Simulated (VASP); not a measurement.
Write the native input for VASP 6.6.1 that does the following.

| Property | Result |
| --- | --- |
| Task | single point |
| Functional | r2SCAN |
| Potentials or basis | VASP PAW PBE potentials, release 64 (Si, O) |
| Cutoff | 520 eV |
| k mesh | 6 × 6 × 4 |
| Occupations | gaussian, width 0.05 eV |
| Spin | no spin polarisation |
| Dipole correction | no |
| Further INCAR settings | ALGO = Normal; EDIFF = 1e-06; NBANDS = 34 |

The system is SiO2.

```xyz
9
Lattice="5.0597 0.0000 0.0000 -2.5298 4.3818 0.0000 0.0000 0.0000 5.7073" Properties=species:S:1:pos:R:3 pbc="T T T"
Si   -1.2649    2.1909    1.9024
Si    1.2649    2.1909    3.8049
Si    2.5298    0.0000    0.0000
O     0.9493    3.4693    4.7561
O     2.5298    2.5568    2.8537
O     3.4792    0.9125    0.9512
O     1.5805    0.9125    4.7561
O     0.0000    1.8250    2.8537
O    -0.9493    3.4693    0.9512
```

This cell differs from its parent crystal: strain +0.000 along x and y, +0.030 along z.

These files were run (other wordings do the same):

POSCAR

```
SiO2
1.0
    5.0596778151      0.0000000000      0.0000000000
   -2.5298389075      4.3818095228      0.0000000000
    0.0000000000      0.0000000000      5.7073181498
Si O
3 6
Direct
    0.0000000000      0.5000000000      0.3333333333
    0.5000000000      0.5000000000      0.6666666667
    0.5000000000      0.0000000000      0.0000000000
    0.5834989535      0.7917494768      0.8333333333
    0.7917494768      0.5834989535      0.5000000000
    0.7917494768      0.2082505232      0.1666666667
    0.4165010465      0.2082505232      0.8333333333
    0.2082505232      0.4165010465      0.5000000000
    0.2082505232      0.7917494768      0.1666666667
```

INCAR.step1

```
SYSTEM = SiO2
PREC     = Accurate       ! precision mode
ENCUT    = 520            ! plane-wave cutoff, eV
ISMEAR   = 0              ! smearing method
SIGMA    = 0.05           ! smearing width, eV
LREAL    = .FALSE.        ! projectors in reciprocal space
LASPH    = .TRUE.         ! aspherical terms in the spheres
NELM     = 100            ! most SCF steps
NBANDS   = 34             ! bands
GGA      = PE             ! functional
ALGO     = Normal         ! electronic algorithm
EDIFF    = 1E-4           ! SCF threshold, eV
LWAVE    = .TRUE.         ! write WAVECAR
LCHARG   = .FALSE.        ! write CHGCAR
```

INCAR.step2

```
SYSTEM = SiO2
PREC     = Accurate       ! precision mode
ENCUT    = 520            ! plane-wave cutoff, eV
EDIFF    = 1E-6           ! SCF threshold, eV
ISMEAR   = 0              ! smearing method
SIGMA    = 0.05           ! smearing width, eV
LREAL    = .FALSE.        ! projectors in reciprocal space
LASPH    = .TRUE.         ! aspherical terms in the spheres
NELM     = 100            ! most SCF steps
ALGO     = Normal         ! electronic algorithm
ISIF     = 2              ! what is computed and relaxed
LWAVE    = .FALSE.        ! write WAVECAR
LCHARG   = .TRUE.         ! write CHGCAR
METAGGA  = R2SCAN         ! meta-GGA
LMIXTAU  = .TRUE.       
LELF     = .TRUE.         ! ELF
LVHAR    = .TRUE.       
NBANDS   = 34             ! bands
ISTART   = 1
```

KPOINTS

```
regular mesh
0
G
  6 6 4
  0 0 0
```

Potentials or basis: VASP PAW PBE potentials, release 64 (Si, O).

Launch:

```console
$ cat potpaw_PBE.64/Si/POTCAR potpaw_PBE.64/O/POTCAR > POTCAR
$ cp INCAR.step1 INCAR
$ mpirun -np 1 vasp_std > vasp.out
$ cp INCAR.step2 INCAR
$ mpirun -np 1 vasp_std > vasp.out
```

Results of the run:

```
Pressure               : -5.3 GPa
Largest force          : 0.205 eV/Å
Band gap on the k mesh : 6.09 eV (least direct gap 6.22 eV)
```

Caveat: the cell differs from its parent crystal (strain +0.000 along x and y, +0.030 along z); the cell stands under tension; the PAW data sets were made with another functional, which shifts forces and pressure a little.

Wall time 3.7 min on 1 thread of Intel(R) Xeon(R) Platinum 8124M CPU @ 3.00GHz (Skylake/Cascade Lake), with other jobs on the host, peak memory 0.3 GiB.
